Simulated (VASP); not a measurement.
Input of a VASP 6.6.1 run:

INCAR

```
PREC     = Accurate       # precision mode
ENCUT    = 520            # plane-wave cutoff, eV
EDIFF    = 1E-6           # SCF threshold, eV
ISMEAR   = 0              # smearing method
SIGMA    = 0.02           # smearing width, eV
LREAL    = False          # projectors in reciprocal space
LASPH    = True           # aspherical terms in the spheres
NELM     = 80             # most SCF steps
ALGO     = Normal         # electronic algorithm
ISIF     = 2              # what is computed and relaxed
LWAVE    = False          # write WAVECAR
LCHARG   = False          # write CHGCAR
GGA      = PE             # functional
NBANDS   = 31             # bands
```

KPOINTS

```
Automatic mesh
0
Gamma
  6 6 8
```

POSCAR

```
HfO2
1.0
    5.0739532440      0.0000000000      0.0000000000
    0.0000000000      5.0739532440      0.0000000000
    0.0000000000      0.0000000000      3.2948772268
Hf O
2 4
Direct
    0.0000000000      0.0000000000      0.0000000000
    0.5000000000      0.5000000000      0.5000000000
    0.1920385726      0.8079614274      0.5000000000
    0.3079614274      0.3079614274      0.0000000000
    0.6920385726      0.6920385726      0.0000000000
    0.8079614274      0.1920385726      0.5000000000
```

Potentials or basis: VASP PAW PBE potentials, release 64 (Hf_pv, O).

Run with:

```bash
$ cat potpaw_PBE.64/Hf_pv/POTCAR potpaw_PBE.64/O/POTCAR > POTCAR
$ mpirun -np 1 vasp_std > vasp.out
```

Question: Predict the band gap on the k mesh.

Answer: 3.63 eV.

Question: Predict the pressure.

Answer: -17.6 GPa.

Question: Estimate the largest force.

Answer: 0.068 eV/Å.

Forces in eV/Å, atoms in the order of the input:
```
Hf   0.000  0.000  0.000
Hf   0.000  0.000  0.000
O   -0.048  0.048  0.000
O    0.048  0.048  0.000
O   -0.048 -0.048  0.000
O    0.048 -0.048  0.000
```

Caveat: the cell stands under tension; spin-orbit coupling is left out, which moves the levels of the heavy elements. A k mesh can miss the band edges.
